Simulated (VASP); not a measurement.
Write the native input for VASP 6.6.1 that does the following.

- Task: single point
- Functional: r2SCAN
- Potentials or basis: VASP PAW PBE potentials, release 64 (Sn_d)
- Cutoff: 520 eV
- k mesh: 20 × 20 × 20
- Occupations: gaussian, width 0.15 eV
- Spin: no spin polarisation
- Dipole correction: no
- Further INCAR settings: ALGO = Normal; EDIFF = 1e-07; NBANDS = 13

Crystal: Sn.

```xyz
1
Lattice="-1.6402 1.6868 2.3383 1.6402 -1.6868 2.3383 1.6402 1.6868 -2.3383" Properties=species:S:1:pos:R:3 pbc="T T T"
Sn    0.0000    0.0000    0.0000
```

This cell differs from its parent crystal: strain -0.0500 x Voigt [1, 1, 0, 0, 0, 0].

The input as run:

POSCAR

```
Sn
1.0
   -1.6402120500      1.6867696500      2.3383420000
    1.6402120500     -1.6867696500      2.3383420000
    1.6402120500      1.6867696500     -2.3383420000
Sn
1
Direct
    0.0000000000      0.0000000000      0.0000000000
```

INCAR.step1

```
ALGO = Normal ; EDIFF = 1E-4
ENCUT = 520 ; GGA = PE
ISMEAR = 0 ; LASPH = True
LCHARG = False ; LREAL = False
LWAVE = True ; NBANDS = 13
NELM = 100 ; PREC = Accurate
SIGMA = 0.15
```

INCAR.step2

```
ALGO = Normal ; EDIFF = 1E-7
ENCUT = 520 ; ISIF = 2
ISMEAR = 0 ; ISTART = 1
LASPH = True ; LCHARG = False
LMIXTAU = True ; LREAL = False
LWAVE = False ; METAGGA = R2SCAN
NBANDS = 13 ; NELM = 100
PREC = Accurate ; SIGMA = 0.15
```

KPOINTS

```
k-points
0
Gamma
  20 20 20
```

Potentials or basis: VASP PAW PBE potentials, release 64 (Sn_d).

Launch:

```sh
$ cat potpaw_PBE.64/Sn_d/POTCAR > POTCAR
$ cp INCAR.step1 INCAR
$ mpirun -np 1 vasp_std > vasp.out
$ cp INCAR.step2 INCAR
$ mpirun -np 1 vasp_std > vasp.out
```

It gave:

```yaml
Pressure: 3.2 GPa
Band_gap_on_the_k_mesh: zero (bands 7 and 8 overlap by 10.43 eV)
```

Caveat: the cell differs from its parent crystal (strain -0.0500 x Voigt [1, 1, 0, 0, 0, 0]); the cell stands under pressure; the PAW data sets were made with another functional, which shifts forces and pressure a little; spin-orbit coupling is left out, which moves the levels of the heavy elements.

Run time: 13 min on 1 thread of Intel(R) Xeon(R) 6975P-C (Granite Rapids) (shared host), peak memory 0.47 GiB.
